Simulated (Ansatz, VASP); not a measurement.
# Two plane-wave programs on TiB

```xyz
2
Lattice="0.0000 2.1010 1.9959 2.1010 0.0000 1.9959 2.1010 2.1010 0.0000" Properties=species:S:1:pos:R:3 pbc="T T T"
Ti    3.1515    3.1515    2.9939
B     0.0000    0.0000    0.0000
```

Change from the starting cell: strain +0.000 along x and y, -0.050 along z, atoms carried along.

Alike in both runs: task single point; functional r2SCAN; k mesh 20 × 20 × 20; occupations gaussian, width 0.15 eV; no spin polarisation.

```csv
,VASP,Ansatz
version,VASP 6.6.1,Ansatz 0.2.0
potentials or method,"VASP PAW PBE potentials, release 64 (Ti_sv, B), cutoff 520 eV","scalar-relativistic, plane waves, PAW"
valence electrons in the cell,15,15
```

|  | VASP | Ansatz | Ansatz less VASP |
| --- | --- | --- | --- |
| gap on the k mesh at the Fermi level (eV) | none | none | - |
| pressure (GPa) | 146.0 | 144.9 | -1.13 |
| traceless stress, the component that is largest in VASP (GPa) | -10.50 | -10.48 | +0.015 |

VASP's potentials were made for PBE, not for r2SCAN. A gap of «none» marks a metal or a gap that the smearing closes. Both programs put the cell under a high pressure, so it lies far from rest at this level.

Noted on VASP's run: the cell as given lies far from equilibrium.
